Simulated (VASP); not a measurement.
Write the native input for VASP 6.6.1 that does the following.

| Item | Value |
| --- | --- |
| Task | electric field gradients |
| Functional | r2SCAN |
| Potentials or basis | VASP PAW PBE potentials, release 64 (Cs_sv, H) |
| Cutoff | 520 eV |
| k mesh | 7 × 7 × 7 |
| Occupations | fermi-dirac, width 0.02 eV |
| Spin | no spin polarisation |
| Dipole correction | no |
| Further INCAR settings | ALGO = Normal; EDIFF = 1e-08; NBANDS = 12 |

The system is CsH.

```
CELL_PARAMETERS angstrom
0.00000 3.19125 3.19125
3.19125 0.00000 3.19125
3.19125 3.19125 0.00000
ATOMIC_POSITIONS crystal
Cs 0.99530 0.00470 0.00470
H 0.50000 0.50000 0.50000
```

This cell differs from its parent crystal: 0.0, 0.0] A.

These files were run (other wordings do the same):

POSCAR

```
CsH
1.0
    0.0000000000      3.1912544200      3.1912544200
    3.1912544200      0.0000000000      3.1912544200
    3.1912544200      3.1912544200      0.0000000000
Cs H
1 1
Direct
   -0.0047003460      0.0047003460      0.0047003460
    0.5000000000      0.5000000000      0.5000000000
```

INCAR.step1

```
SYSTEM = CsH
ALGO     = Normal         ! electronic algorithm
EDIFF    = 1E-4           ! SCF threshold, eV
ENCUT    = 520            ! plane-wave cutoff, eV
GGA      = PE             ! functional
ISMEAR   = -1             ! smearing method
LASPH    = .True.         ! aspherical terms in the spheres
LCHARG   = .False.        ! write CHGCAR
LREAL    = .False.        ! projectors in reciprocal space
LWAVE    = .True.         ! write WAVECAR
NBANDS   = 12             ! bands
NELM     = 60             ! most SCF steps
PREC     = Accurate       ! precision mode
SIGMA    = 0.02           ! smearing width, eV
```

INCAR.step2

```
SYSTEM = CsH
ALGO     = Normal         ! electronic algorithm
EDIFF    = 1E-8           ! SCF threshold, eV
ENCUT    = 520            ! plane-wave cutoff, eV
ISIF     = 2              ! what is computed and relaxed
ISMEAR   = -1             ! smearing method
ISTART   = 1            
LASPH    = .True.         ! aspherical terms in the spheres
LCHARG   = .False.        ! write CHGCAR
LEFG     = .True.       
LMIXTAU  = .True.       
LREAL    = .False.        ! projectors in reciprocal space
LWAVE    = .False.        ! write WAVECAR
METAGGA  = R2SCAN         ! meta-GGA
NBANDS   = 12             ! bands
NELM     = 60             ! most SCF steps
PREC     = Accurate       ! precision mode
SIGMA    = 0.02           ! smearing width, eV
```

KPOINTS

```
k-points
0
Gamma
  7 7 7
  0 0 0
```

Potentials or basis: VASP PAW PBE potentials, release 64 (Cs_sv, H).

Command:

```bash
$ cat potpaw_PBE.64/Cs_sv/POTCAR potpaw_PBE.64/H/POTCAR > POTCAR
$ cp INCAR.step1 INCAR
$ mpirun -np 1 vasp_std > vasp.out
$ cp INCAR.step2 INCAR
$ mpirun -np 1 vasp_std > vasp.out
```

Results of the run:

The pressure is 0.0 GPa. The largest force is 0.018 eV/Å, the band gap on the k mesh is 2.90 eV and the largest electric field gradient by atom is Cs -0.14; H -0.00 V/Å².

Caveat: the cell differs from its parent crystal (0.0, 0.0] A); without QUAD_EFG the Cq values of the log hold for a quadrupole moment of 1 mb, not for the nuclei; the PAW data sets were made with another functional, which shifts forces and pressure a little; spin-orbit coupling is left out, which moves the levels of the heavy elements; an odd mesh through Γ misses points on the zone boundary, where band edges can lie.

Wall time 3.1 min on 1 thread of AMD EPYC 7R13 Processor (Zen 3), with other jobs on the host, peak memory 0.19 GiB.
